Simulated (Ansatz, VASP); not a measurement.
## HgF3 in VASP and in Ansatz

```xyz
4
Lattice="0.0000 2.8245 2.8245 2.8245 0.0000 2.8245 2.8245 2.8245 0.0000" Properties=species:S:1:pos:R:3 pbc="T T T"
Hg    0.0000    0.0000    0.0000
F     2.8245    2.8245    2.8245
F     4.2367    4.2367    4.2367
F     1.4122    1.4122    1.4122
```

Alike in both runs: task single point; functional PBE; k mesh 8 × 8 × 8; occupations fermi-dirac, width 0.05 eV; no spin polarisation.

|  | VASP | Ansatz |
| --- | --- | --- |
| version | VASP 6.6.1 | Ansatz 0.2.0 |
| potentials or method | VASP PAW PBE potentials, release 64 (Hg, F) | Ansatz PAW |
| plane-wave cutoff (eV) | 520 | 420 |
| valence electrons in the cell | 33 | 41 |

VASP gave:

| Property | Result |
| --- | --- |
| gap on the k mesh at the Fermi level (eV) | none |
| pressure (GPa) | 5.9 |

What did Ansatz give for the same quantities?

gap on the k mesh at the Fermi level (eV): none; pressure (GPa): 5.5.

A gap of «none» marks a metal or a gap that the smearing closes. The functional is the same, so the differences come from potentials, cutoffs and numerics. VASP's potentials hold 33 valence electrons a cell and Ansatz's 41, so a difference there can come from the potentials and not from the codes.

Neither program's run includes spin-orbit coupling.
